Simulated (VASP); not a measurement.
Sn3Ru, 4 atoms in the cell. The structure is cubic, space group Pm-3m (No. 221). The conventional cell has a = 4.441 Å, b = 4.441 Å, c = 4.441 Å, α = 90.00°, β = 90.00°, γ = 90.00°. Sn (site symmetry 4/mmm) has 8 Sn at 3.14 Å and 4 Ru at 3.14 Å within 4.1 Å. Within 4.1 Å of Ru (site symmetry m-3m) lie 12 Sn at 3.14 Å. 

```yaml
Program: VASP 6.6.1
Task: single point
Functional: PBE
Potentials_or_basis: VASP PAW PBE potentials, release 64 (Sn_d, Ru_pv)
Cutoff: 520 eV
k_mesh: 10 × 10 × 10
Occupations: gaussian, width 0.1 eV
Spin: no spin polarisation
Dipole_correction: no
Further_INCAR_settings: ALGO = Fast; EDIFF = 1e-07; NBANDS = 36
```

Potentials or basis: VASP PAW PBE potentials, release 64 (Sn_d, Ru_pv).

Command:

```console
$ cat potpaw_PBE.64/Sn_d/POTCAR potpaw_PBE.64/Ru_pv/POTCAR > POTCAR
$ mpirun -np 1 vasp_std > vasp.out
```

Hardware: 1 thread of Intel(R) Xeon(R) 6975P-C (Granite Rapids) (shared host).

How long does it take, and how much memory?

Run time: 81 s on 1 thread of Intel(R) Xeon(R) 6975P-C (Granite Rapids), with other jobs on the host, peak memory 0.3 GiB. Counts: scf iterations 16, k points 56.
